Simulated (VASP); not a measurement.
# CuPtSO (P4/nmm) in VASP: single point with r2SCAN

Aim: the single point of CuPtSO with r2SCAN.

All numbers are computed with VASP 6.6.1; they aren't measurements. Logs are shortened: lines on timing, memory, paths and dates and some standing lists are left out, and cuts for length are marked.

**1. The cell of the first run**

It takes space group P4/nmm (No. 129, tetragonal). Conventional cell: a = 3.584 Å, b = 3.584 Å, c = 7.706 Å, α = 90.00°, β = 90.00°, γ = 90.00°. Pt (site symmetry 4mm) has 4 O at 2.11 Å within 2.8 Å. Within 2.9 Å of Cu (site symmetry -4m2) lie 4 S at 2.20 Å and 4 Cu at 2.53 Å. O (site symmetry -4m2) has 4 Pt at 2.11 Å and 4 O at 2.53 Å within 2.8 Å. Within 2.9 Å of S (site symmetry 4mm) lie 4 Cu at 2.20 Å.

**2. Single point, r2SCAN, collinear spin, zero start**

The input, POSCAR:

```
CuPtSO
1.0
    3.5839006900      0.0000000000      0.0000000000
    0.0000000000      3.5839006900      0.0000000000
    0.0000000000      0.0000000000      7.7063554700
Pt Cu O S
2 2 2 2
Direct
    0.2500000000      0.2500000000      0.1444000000
    0.7500000000      0.7500000000      0.8556000000
    0.2500000000      0.7500000000      0.5000000000
    0.7500000000      0.2500000000      0.5000000000
    0.2500000000      0.7500000000      0.0000000000
    0.7500000000      0.2500000000      0.0000000000
    0.2500000000      0.2500000000      0.6660000000
    0.7500000000      0.7500000000      0.3340000000
```

The input, INCAR.step1:

```
PREC = Accurate
ENCUT = 520
ISMEAR = -1
SIGMA = 0.1
LREAL = F
LASPH = T
NELM = 150
ISPIN = 2
MAGMOM = 0 0 0 0 0 0 0 0
LMAXMIX = 4
NBANDS = 47
GGA = PE
ALGO = Normal
EDIFF = 1E-4
LWAVE = T
LCHARG = F
```

The input, INCAR.step2:

```
PREC = Accurate
ENCUT = 520
EDIFF = 1E-7
ISMEAR = -1
SIGMA = 0.1
LREAL = F
LASPH = T
NELM = 150
ALGO = Normal
ISIF = 2
LWAVE = F
LCHARG = F
ISPIN = 2
MAGMOM = 0 0 0 0 0 0 0 0
LORBIT = 11
LMAXMIX = 4
METAGGA = R2SCAN
LMIXTAU = T
NBANDS = 47
ISTART = 1
```

The input, KPOINTS:

```
Automatic mesh
0
Gamma
  5 5 3
```

Potentials or basis: VASP PAW PBE potentials, release 64 (Pt, Cu, O, S).

Command:

```
$ cat potpaw_PBE.64/Pt/POTCAR potpaw_PBE.64/Cu/POTCAR potpaw_PBE.64/O/POTCAR potpaw_PBE.64/S/POTCAR > POTCAR
$ cp INCAR.step1 INCAR
$ mpirun -np 1 vasp_std > vasp.out
$ cp INCAR.step2 INCAR
$ mpirun -np 1 vasp_std > vasp.out
```

OUTCAR:

```text
PREC = Accurate
   ENCUT = 520
   EDIFF = 1E-7
   ISMEAR = -1
   LREAL = F
   LASPH = T
   NELM = 150
   ISIF = 2
   ISPIN = 2
   LORBIT = 11
   METAGGA = R2SCAN
   ISTART = 1

 ion  position               nearest neighbor table
   1  0.250  0.250  0.144-   5 2.11   6 2.11   5 2.11   6 2.11   8 2.93   8 2.93   8 2.93   8 2.93
                             2 3.37   2 3.37   2 3.37   2 3.37
   2  0.750  0.750  0.856-   5 2.11   6 2.11   6 2.11   5 2.11   7 2.93   7 2.93   7 2.93   7 2.93
                             1 3.37   1 3.37   1 3.37   1 3.37
   3  0.250  0.750  0.500-   7 2.20   8 2.20   7 2.20   8 2.20   4 2.53   4 2.53   4 2.53   4 2.53

   4  0.750  0.250  0.500-   7 2.20   8 2.20   8 2.20   7 2.20   3 2.53   3 2.53   3 2.53   3 2.53

   5  0.250  0.750  0.000-   1 2.11   2 2.11   1 2.11   2 2.11
   6  0.750  0.250  0.000-   1 2.11   2 2.11   2 2.11   1 2.11
   7  0.250  0.250  0.666-   3 2.20   4 2.20   3 2.20   4 2.20   2 2.93   2 2.93   2 2.93   2 2.93

   8  0.750  0.750  0.334-   3 2.20   4 2.20   4 2.20   3 2.20   1 2.93   1 2.93   1 2.93   1 2.93

  LATTYP: Found a simple tetragonal cell.
 ALAT       =     3.5839006900
 C/A-ratio  =     2.1502703720

  Lattice vectors:

 A1 = (   3.5839006900,   0.0000000000,   0.0000000000)
 A2 = (   0.0000000000,   3.5839006900,   0.0000000000)
 A3 = (   0.0000000000,   0.0000000000,   7.7063554700)

Analysis of symmetry for initial positions (statically):
=====================================================================
 Subroutine PRICEL returns:
 Original cell was already a primitive cell.

 Routine SETGRP: Setting up the symmetry group for a
 simple tetragonal supercell.

 Subroutine GETGRP returns: Found 16 space group operations
 (whereof  4 operations were pure point group operations)
 out of a pool of 16 trial point group operations.

The static configuration has the point symmetry C_2h.
 The point group associated with its full space group is D_4h.

Analysis of symmetry for dynamics (positions and initial velocities):
=====================================================================
 Subroutine PRICEL returns:
 Original cell was already a primitive cell.

 Routine SETGRP: Setting up the symmetry group for a
 simple tetragonal supercell.

 Subroutine GETGRP returns: Found 16 space group operations
 (whereof  4 operations were pure point group operations)
 out of a pool of 16 trial point group operations.

The dynamic configuration has the point symmetry C_2h.
[... 153 lines left out ...]

 Free energy of the ion-electron system (eV)
  ---------------------------------------------------
  ext. energy  EPLUGINS =         0.00000000
  ---------------------------------------------------
  free energy    TOTEN  =      -149.75651219 eV

  energy without entropy =     -149.56948725  energy(sigma->0) =     -149.66299972

 E-fermi :   8.5552     XC(G=0): -13.0511

 val. band max:        8.5529256856   @ k =   0.4000   0.2000   0.3333
 cond. band min:       8.5746638640   @ k =   0.4000   0.0000   0.3333
 fundamental gap:      0.0217381784
 Fermi energy:         8.5551855056

 spin component 1

 k-point     1 :       0.0000    0.0000    0.0000
  band No.  band energies     occupation
      1     -13.3913      1.00000
      2     -11.7477      1.00000
      3      -7.5291      1.00000
      4      -6.3358      1.00000
      5       0.1003      1.00000
      6       0.3496      1.00000
[... 565 lines left out ...]
     44      18.9011      0.00000
     45      19.8268      0.00000
 Fermi energy:         8.5551855056

 spin component 2

 k-point     1 :       0.0000    0.0000    0.0000
  band No.  band energies     occupation
      1     -13.3913      1.00000
      2     -11.7477      1.00000
      3      -7.5291      1.00000
      4      -6.3358      1.00000
      5       0.1003      1.00000
      6       0.3496      1.00000
[... 565 lines left out ...]
     44      18.9011      0.00000
     45      19.8268      0.00000
 [bands above 45 left out]

------------------------ aborting loop because EDIFF is reached ----------------------------------------

  FORCE on cell =-STRESS in cart. coord.  units (eV):
  Direction    XX          YY          ZZ          XY          YZ          ZX
  --------------------------------------------------------------------------------------
  -------------------------------------------------------------------------------------
  Total       15.0973221     15.0973221      9.1351753     -0.0000000     -0.0000000      0.0000000
  in kB      244.3709242    244.3709242    147.8653782     -0.0000000     -0.0000000      0.0000000
  external PRESSURE =     212.2024089 kB  Pullay stress =       0.0000000 kB

 VOLUME and BASIS-vectors are now :
 -----------------------------------------------------------------------------
  energy-cutoff  :      520.00
  volume of cell :       98.98
      direct lattice vectors                 reciprocal lattice vectors
     3.583900690  0.000000000  0.000000000     0.279025589  0.000000000  0.000000000
     0.000000000  3.583900690  0.000000000     0.000000000  0.279025589  0.000000000
     0.000000000  0.000000000  7.706355470     0.000000000  0.000000000  0.129763025

 POSITION                                       TOTAL-FORCE (eV/Angst)
 -----------------------------------------------------------------------------------
      0.89598      0.89598      1.11280         0.000000      0.000000     -0.368754
      2.68793      2.68793      6.59356        -0.000000     -0.000000      0.368754
      0.89598      2.68793      3.85318        -0.000000     -0.000000     -0.000000
      2.68793      0.89598      3.85318        -0.000000      0.000000     -0.000000
      0.89598      2.68793      0.00000         0.000000     -0.000000     -0.000000
      2.68793      0.89598      0.00000         0.000000      0.000000     -0.000000
      0.89598      0.89598      5.13243        -0.000000     -0.000000      2.745044
      2.68793      2.68793      2.57392         0.000000     -0.000000     -2.745044
 -----------------------------------------------------------------------------------
    total drift:                                0.000000     -0.000000     -0.000000

  FREE ENERGIE OF THE ION-ELECTRON SYSTEM (eV)
  ---------------------------------------------------
  free  energy   TOTEN  =      -149.7565121926 eV

  energy  without entropy=     -149.5694872469  energy(sigma->0) =     -149.66299972

 total charge

# of ion       s       p       d       tot
------------------------------------------
    1        0.496   0.474   8.031   9.001
    2        0.496   0.474   8.031   9.001
    3        0.459   0.569   9.269  10.296
    4        0.459   0.569   9.269  10.296
    5        1.625   3.301   0.000   4.926
    6        1.625   3.301   0.000   4.926
    7        1.342   2.387   0.000   3.730
    8        1.342   2.387   0.000   3.730
--------------------------------------------------
tot          7.843  13.463  34.600  55.905

 magnetization (x)

# of ion       s       p       d       tot
------------------------------------------
    1        0.000  -0.000  -0.000  -0.000
    2        0.000  -0.000  -0.000  -0.000
    3       -0.000  -0.000   0.000  -0.000
    4       -0.000  -0.000   0.000  -0.000
    5       -0.000  -0.000   0.000  -0.000
    6       -0.000  -0.000   0.000  -0.000
    7        0.000   0.000   0.000   0.000
    8        0.000   0.000   0.000   0.000
--------------------------------------------------
tot          0.000  -0.000  -0.000  -0.000
```

OSZICAR.step1:

```text
N       E                     dE             d eps       ncg     rms          rms(c)
DAV:   1     0.688273492953E+03    0.68827E+03   -0.29552E+04  2294   0.179E+03
DAV:   2     0.562092930247E+02   -0.63206E+03   -0.57588E+03  2456   0.444E+02
DAV:   3    -0.350389861519E+02   -0.91248E+02   -0.83532E+02  2642   0.163E+02
DAV:   4    -0.404712241602E+02   -0.54322E+01   -0.53234E+01  3201   0.420E+01
DAV:   5    -0.406055998704E+02   -0.13438E+00   -0.13429E+00  2932   0.620E+00    0.383E+01
DAV:   6    -0.472383114124E+02   -0.66327E+01   -0.80461E+01  3131   0.237E+02    0.258E+01
DAV:   7    -0.342954285428E+02    0.12943E+02   -0.27080E+01  3320   0.117E+02    0.170E+01
DAV:   8    -0.360351755374E+02   -0.17397E+01   -0.89170E+00  3472   0.689E+01    0.203E+01
DAV:   9    -0.364403864133E+02   -0.40521E+00   -0.21289E+01  3264   0.111E+02    0.849E+00
DAV:  10    -0.352754787345E+02    0.11649E+01   -0.12129E+00  3501   0.233E+01    0.711E+00
DAV:  11    -0.344595297166E+02    0.81595E+00   -0.41682E-01  3298   0.277E+01    0.250E+00
DAV:  12    -0.344759105954E+02   -0.16381E-01   -0.19287E-01  2719   0.200E+00    0.253E+00
DAV:  13    -0.344021485545E+02    0.73762E-01   -0.54186E-02  3512   0.699E+00    0.960E-01
DAV:  14    -0.344240876706E+02   -0.21939E-01   -0.15361E-02  3972   0.231E+00    0.169E+00
DAV:  15    -0.343913790809E+02    0.32709E-01   -0.58970E-02  3336   0.695E+00    0.138E-01
DAV:  16    -0.343918289076E+02   -0.44983E-03   -0.61499E-03  3396   0.620E-01    0.598E-02
DAV:  17    -0.343918317954E+02   -0.28878E-05   -0.89032E-05  1630   0.259E-01
   1 F= -.34391832E+02 E0= -.34294334E+02  d E =-.194997E+00  mag=     0.0000
```

Wall time 6.2 min (1 thread of Intel Xeon Platinum 8375C at 2.90GHz (Ice Lake), shared host); peak memory 0.31 GiB.

Results:

```yaml
Free_energy: -149.7565 eV
Pressure: 21.2 GPa
Largest_force: 2.745 eV/Å
Band_gap_on_the_k_mesh: zero (filled and empty bands overlap)
Net_moment: 0.00 μB per cell
Valence_electrons_inside_the_program's_atomic_spheres: Pt 9.00; Cu 10.30; O 4.93; S 3.73
```

Forces on the atoms (eV/Å):
```
Pt   0.000  0.000 -0.369
Pt   0.000  0.000  0.369
Cu   0.000  0.000  0.000
Cu   0.000  0.000  0.000
O    0.000  0.000  0.000
O    0.000  0.000  0.000
S    0.000  0.000  2.745
S    0.000  0.000 -2.745
```

Stress tensor (GPa, compression positive):
```
24.44  0.00  0.00
 0.00 24.44  0.00
 0.00  0.00 14.79
```

Levels at points of the mesh, in eV from the Fermi level:
Spin up:
```tsv
k point	band 30	band 31	band 32	band 33	band 34	band 35
(0.00, 0.00, 0.00)	-0.67	-0.13	0.54	0.54	0.66	0.66
```
Spin down:
| k point | band 29 | band 30 | band 31 | band 32 | band 33 | band 34 | band 35 | band 36 |
| --- | --- | --- | --- | --- | --- | --- | --- | --- |
| (0.00, 0.00, 0.00) | -0.67 | -0.67 | -0.13 | 0.54 | 0.54 | 0.66 | 0.66 | 1.15 |

Caveat: the PAW data sets were made with another functional, which shifts forces and pressure a little; spin-orbit coupling is left out, which moves the levels of the heavy elements; semilocal functionals often make such compounds metallic where correlation or magnetic order opens a gap, which also shifts bond lengths. With open d or f shells a metallic result of r2SCAN can be an artefact of self-interaction; +U or a hybrid may open a gap.
